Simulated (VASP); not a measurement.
Set up this calculation in VASP 6.6.1, as the native input.

* Task: single point
* Functional: PBE
* Potentials or basis: VASP PAW PBE potentials, release 64 (Pr, H, Rh_pv)
* Cutoff: 520 eV
* k mesh: 6 × 6 × 6
* Occupations: gaussian, width 0.1 eV
* Spin: no spin polarisation
* Dipole correction: no
* Further INCAR settings: ALGO = Normal; EDIFF = 1e-07; NBANDS = 38

The structure of PrHRh3 lies in POSCAR:

```
PrHRh3
1.0
    2.9832258280      1.7223662349      2.4379108477
   -2.9832258280      1.7223662349      2.4379108477
    0.0000000000     -3.4447324697      2.4379108478
Pr H Rh
1 1 3
Direct
    0.9885287910      0.9885287910      0.9885287910
    0.5909436909      0.5909436909      0.5909436909
    0.4862419575      0.0017094230      0.4862419575
    0.4862419575      0.4862419575      0.0017094230
    0.0017094230      0.4862419575      0.4862419575
```

This cell differs from its parent crystal: volume scaled by 1.03, then relaxed in part.

One way to write it, as run:

INCAR

```
SYSTEM = PrHRh3
PREC     = Accurate       ! precision mode
ENCUT    = 520            ! plane-wave cutoff, eV
EDIFF    = 1E-7           ! SCF threshold, eV
ISMEAR   = 0              ! smearing method
SIGMA    = 0.1            ! smearing width, eV
LREAL    = .FALSE.        ! projectors in reciprocal space
LASPH    = .TRUE.         ! aspherical terms in the spheres
NELM     = 60             ! most SCF steps
ALGO     = Normal         ! electronic algorithm
ISIF     = 2              ! what is computed and relaxed
LWAVE    = .FALSE.        ! write WAVECAR
LCHARG   = .FALSE.        ! write CHGCAR
GGA      = PE             ! functional
NBANDS   = 38             ! bands
```

KPOINTS

```
regular mesh
0
G
  6 6 6
  0 0 0
```

Potentials or basis: VASP PAW PBE potentials, release 64 (Pr, H, Rh_pv).

Command:

```sh
$ cat potpaw_PBE.64/Pr/POTCAR potpaw_PBE.64/H/POTCAR potpaw_PBE.64/Rh_pv/POTCAR > POTCAR
$ mpirun -np 1 vasp_std > vasp.out
```

It gave:

```
Pressure      : -11.4 GPa
Largest force : 0.216 eV/Å
```

Wall time 67 s on 1 thread of Intel(R) Xeon(R) 6975P-C (Granite Rapids), with other jobs on the host, peak memory 0.24 GiB.
